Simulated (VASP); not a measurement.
## Li2H: relaxation of cell and atoms with PBE

Crystal: Li2H.

```
Li H
1.0
     1.39935   -1.99697    0.00000
     1.39935    1.99697    0.00000
     0.00000    0.00000    5.82485
Li H
2 1
Direct
  0.00000 0.00000 0.68169
  0.00000 0.00000 0.31831
  0.50000 0.50000 0.00000
```

| Property | Result |
| --- | --- |
| Program | VASP 6.6.1 |
| Task | relaxation of cell and atoms |
| Functional | PBE |
| Potentials or basis | VASP PAW PBE potentials, release 64 (Li_sv, H) |
| Cutoff | 600 eV |
| k mesh | 8 × 8 × 4 |
| Occupations | gaussian, width 0.1 eV |
| Spin | no spin polarisation |
| Dipole correction | no |
| Further INCAR settings | ALGO = Normal; EDIFF = 1e-07; IBRION = 2; EDIFFG = -0.04; NSW = 90; ISIF = 3 |

* Relaxed volume: 12.08 Å³/atom
* Relaxed cell: a = 2.838 Å, b = 2.838 Å, c = 5.241 Å, α = 90.00°, β = 90.00°, γ = 120.83°
* Space group after relaxing (to 0.05 Å): Cmmm (No. 65)
* Energy gained by relaxing: 506.4 meV/atom
* Ionic steps: 14
* Pressure after relaxing: 0.1 GPa
* Largest force after relaxing: 0.017 eV/Å

Forces in eV/Å, atoms in the order of the input:
```
Li   0.000  0.000  0.017
Li   0.000  0.000 -0.017
H    0.000  0.000  0.000
```

Stress tensor (GPa, compression positive):
```
 0.09  0.00  0.00
 0.00 -0.02  0.00
 0.00  0.00  0.31
```

Step by step:
```
step  energy change (eV)  largest force (eV/Å)  pressure (GPa)  volume (Å³)
   1              0.0000                2.0110            3.98        32.55
   2             -0.5834                1.8356            1.68        33.78
   3             -1.3822                0.2789           -1.18        36.90
   4             -1.3881                0.5109           -1.11        36.63
   5             -1.3888                0.4553           -1.13        36.70
   6             -1.4611                0.1083           -0.56        36.20
   7             -1.4805                0.1572            0.11        35.75
   8             -1.4916                0.0694            0.12        35.80
   9             -1.4989                0.0699            0.13        35.85
  10             -1.5070                0.0871            0.14        35.93
  11             -1.5141                0.1293            0.19        36.10
  12             -1.5150                0.1157            0.18        36.08
  13             -1.5184                0.0584            0.15        36.18
  14             -1.5191                0.0171            0.13        36.24
```

Final structure:
```yaml
crystal:
  lattice:
    - [1.40103, -2.46798, 0.00000]
    - [1.40103, 2.46798, 0.00000]
    - [0.00000, 0.00000, 5.24099]
  atoms:
    - { symbol: Li, position: [0.00000, 0.00000, 0.75832] }
    - { symbol: Li, position: [0.00000, 0.00000, 0.24168] }
    - { symbol: H, position: [0.50000, 0.50000, 0.00000] }
```

Levels at points of the mesh, in eV from the Fermi level:
```
           k point  band 1  band 2  band 3  band 4  band 5  band 6  band 7
(0.00, 0.00, 0.00)  -46.58  -46.55   -6.55   -1.95    2.06   11.71   12.55
(0.50, 0.00, 0.00)  -46.55  -46.52   -3.91    2.68    3.47    3.53    4.01
(0.50, 0.50, 0.00)  -46.55  -46.52   -3.01   -0.60    3.72    3.86    6.14
(0.00, 0.00, 0.50)  -46.57  -46.56   -6.44   -2.70    5.40    6.18   12.66
(0.50, 0.00, 0.50)  -46.54  -46.53   -3.72    1.02    2.87    3.75    7.45
(0.50, 0.50, 0.50)  -46.54  -46.53   -2.99    0.42    1.10    3.54   10.71
```

It took 61 s on 1 thread of Intel(R) Xeon(R) Platinum 8559C (Emerald Rapids), on a shared host, peak memory 0.14 GiB.

Caveat: the cutoff is under 1.25 times the usual one of these potentials, so pressure, stress and relaxed cells hold a basis-set (Pulay) error.
